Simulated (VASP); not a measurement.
# GaP (F-43m) in VASP: settings compared, part 3 of 3

VASP 6.6.1. The steps go on from the part before.

## 5. Single point, r2SCAN+D4

This run uses another cell than the first one, of 19.03 Å³/atom.

File POSCAR:

```
GaP
1.0
    0.0000000000      2.6696170428      2.6696170428
    2.6696170428      0.0000000000      2.6696170428
    2.6696170428      2.6696170428      0.0000000000
Ga P
1 1
Direct
    0.0000000000      0.0000000000      0.0000000000
    0.7500000000      0.7500000000      0.7500000000
```

File INCAR.step1:

```
SYSTEM = GaP
ALGO = Normal ; EDIFF = 1E-4
ENCUT = 520 ; GGA = PE
ISMEAR = -1 ; LASPH = .TRUE.
LCHARG = .FALSE. ; LREAL = .FALSE.
LWAVE = .TRUE. ; NBANDS = 16
NELM = 100 ; PREC = Accurate
SIGMA = 0.05
```

File INCAR.step2:

```
SYSTEM = GaP
ALGO = Normal ; EDIFF = 1E-6
ENCUT = 520 ; ISIF = 2
ISMEAR = -1 ; ISTART = 1
IVDW = 13 ; LASPH = .TRUE.
LCHARG = .FALSE. ; LMIXTAU = .TRUE.
LREAL = .FALSE. ; LWAVE = .FALSE.
METAGGA = R2SCAN ; NBANDS = 16
NELM = 100 ; PREC = Accurate
SIGMA = 0.05 ; VDW_A1 = 0.51559235
VDW_A2 = 5.77342911 ; VDW_S6 = 1.0
VDW_S8 = 0.6018749
```

File KPOINTS:

```
k-points
0
G
  8 8 8
  0 0 0
```

Potentials or basis: VASP PAW PBE potentials, release 64 (Ga_d, P).

On the command line:

```
$ cat potpaw_PBE.64/Ga_d/POTCAR potpaw_PBE.64/P/POTCAR > POTCAR
$ cp INCAR.step1 INCAR
$ mpirun -np 1 vasp_std > vasp.out
$ cp INCAR.step2 INCAR
$ mpirun -np 1 vasp_std > vasp.out
```

OUTCAR:

```text
SYSTEM = GaP
   EDIFF = 1E-6
   ENCUT = 520
   ISIF = 2
   ISMEAR = -1
   ISTART = 1
   IVDW = 13
   LASPH = .TRUE.
   LREAL = .FALSE.
   METAGGA = R2SCAN
   NELM = 100
   PREC = Accurate

 ion  position               nearest neighbor table
   1  0.000  0.000  0.000-   2 2.31   2 2.31   2 2.31   2 2.31
   2  0.750  0.750  0.750-   1 2.31   1 2.31   1 2.31   1 2.31

  LATTYP: Found a face centered cubic cell.
 ALAT       =     5.3392340856

  Lattice vectors:

 A1 = (   0.0000000000,   2.6696170428,   2.6696170428)
[... 642 lines left out ...]

  DFT-D4 for vdW energy calculation

  Edisp (eV):   -0.30778

  FORCE on cell =-STRESS in cart. coord.  units (eV):
  Direction    XX          YY          ZZ          XY          YZ          ZX
  --------------------------------------------------------------------------------------
  -------------------------------------------------------------------------------------
  Total       1.20892     1.20892     1.20892     0.00000     0.00000    -0.00000
  in kB      50.90162    50.90162    50.90162     0.00000     0.00000    -0.00000
  external pressure =       50.90 kB  Pullay stress =        0.00 kB

 VOLUME and BASIS-vectors are now :
 -----------------------------------------------------------------------------
  energy-cutoff  :      520.00
  volume of cell :       38.05
      direct lattice vectors                 reciprocal lattice vectors
     0.000000000  2.669617043  2.669617043    -0.187292781  0.187292781  0.187292781
     2.669617043  0.000000000  2.669617043     0.187292781 -0.187292781  0.187292781
     2.669617043  2.669617043  0.000000000     0.187292781  0.187292781 -0.187292781

 POSITION                                       TOTAL-FORCE (eV/Angst)
 -----------------------------------------------------------------------------------
      0.00000      0.00000      0.00000        -0.000000     -0.000000     -0.000000
      4.00443      4.00443      4.00443         0.000000      0.000000      0.000000
 -----------------------------------------------------------------------------------
    total drift:                               -0.000007     -0.000007     -0.000007

  FREE ENERGIE OF THE ION-ELECTRON SYSTEM (eV)
  ---------------------------------------------------
  free  energy   TOTEN  =       -21.7259673264 eV

  energy  without entropy=      -21.7259673257  energy(sigma->0) =      -21.72596733
```

OUTCAR.step1:

```text
SYSTEM = GaP
   EDIFF = 1E-4
   ENCUT = 520
   GGA = PE
   ISMEAR = -1
   LASPH = .TRUE.
   LREAL = .FALSE.
[... 675 lines left out ...]
      0.00000      0.00000      0.00000        -0.000000      0.000000     -0.000000
      4.00443      4.00443      4.00443         0.000000     -0.000000      0.000000
 -----------------------------------------------------------------------------------
    total drift:                               -0.000003     -0.000003     -0.000003

  FREE ENERGIE OF THE ION-ELECTRON SYSTEM (eV)
  ---------------------------------------------------
  free  energy   TOTEN  =        -9.0339791895 eV

  energy  without entropy=       -9.0339791813  energy(sigma->0) =       -9.03397919
```

OSZICAR.step1:

```text
N       E                     dE             d eps       ncg     rms          rms(c)
DAV:   1     0.871174858633E+02    0.87117E+02   -0.90168E+03   960   0.165E+03
DAV:   2    -0.275891096044E+01   -0.89876E+02   -0.85364E+02  1032   0.329E+02
DAV:   3    -0.922191643305E+01   -0.64630E+01   -0.64348E+01  1168   0.672E+01
DAV:   4    -0.932110829928E+01   -0.99192E-01   -0.99171E-01  1144   0.900E+00
DAV:   5    -0.932303773844E+01   -0.19294E-02   -0.19294E-02  1200   0.114E+00    0.456E+00
DAV:   6    -0.906575794899E+01    0.25728E+00   -0.38053E-01  1432   0.113E+01    0.305E+00
DAV:   7    -0.903333660900E+01    0.32421E-01   -0.10944E-01  1232   0.232E+00    0.118E+00
DAV:   8    -0.903354102769E+01   -0.20442E-03   -0.14190E-02  1136   0.147E+00    0.250E-01
DAV:   9    -0.903392406649E+01   -0.38304E-03   -0.13499E-03  1128   0.488E-01    0.749E-02
DAV:  10    -0.903397918952E+01   -0.55123E-04   -0.87236E-05   968   0.135E-01
   1 F= -.90339792E+01 E0= -.90339792E+01  d E =-.822206E-08
```

Run time: 1.9 min. Hardware: 1 thread of Intel Xeon 8259CL, shared host; peak memory 0.17 GiB.

Results:

```yaml
Free_energy: -21.7260 eV
Pressure: 5.1 GPa
Band_gap_on_the_k_mesh: 1.78 eV (least direct gap 2.90 eV)
Dispersion_energy_per_atom: -0.154 eV
```

Levels at points of the mesh, in eV from the valence-band top:
```
           k point  band 7  band 8  band 9  band 10  band 11  band 12
(0.00, 0.00, 0.00)    0.00    0.00    0.00     2.90     4.16     4.16
(0.50, 0.00, 0.00)   -7.23   -1.27   -1.27     2.24     5.03     5.03
(0.50, 0.50, 0.00)   -7.27   -3.03   -3.03     1.78     2.04    11.83
```

Caveat: the cell stands under pressure; the PAW data sets were made with another functional, which shifts forces and pressure a little. r2SCAN opens gaps a little over a GGA but as a rule still falls short of measured ones.

## 6. Summary

```csv
level,cell,gap on the mesh (eV),pressure (GPa)
PBE+D4,"a = 3.930 Å, angles 60.0°, 2 atoms",1.35,-5.0
revPBE,"a = 3.930 Å, angles 60.0°, 2 atoms",1.45,-0.7
BLYP+D3(BJ),"a = 3.930 Å, angles 60.0°, 2 atoms",1.24,-4.0
r2SCAN+D4,"a = 3.775 Å, angles 60.0°, 2 atoms",1.78,5.1
```

Alike in all rows: task single point; potentials or basis VASP PAW PBE potentials, release 64 (Ga_d, P); no spin polarisation; k mesh 8 × 8 × 8; cutoff (eV) 520; smearing fermi-dirac 0.05 eV.

On the cell as given the gap runs from 1.24 eV (BLYP+D3(BJ)) to 1.45 eV (revPBE). The pressure there spans -5.0 GPa (PBE+D4) to -0.7 GPa (revPBE); a positive pressure means that this level wants a larger cell, a negative one a smaller.

Caveats: the PAW data sets were made with another functional, which shifts forces and pressure a little (at least some runs); the cell stands under tension (at least some runs); the cell stands under pressure (at least some runs).

Total energies depend on the potentials used, so only differences within one code and one set of settings carry meaning.

## 7. How close it comes

Step 3. A measured gap of GaP is 2.34 eV (indirect; 10 K; quoted in “Stacking defects in GaP nanowires: Electronic structure and optical properties”, 2018, arxiv:1810.01194); the calculated 1.45 eV misses it by -0.89 eV. Spin-orbit coupling on Ga is left out. The value is that of revPBE on a finite k mesh, which can miss the band edges, without temperature or zero-point motion. Semilocal functionals fall short of measured gaps as a rule.
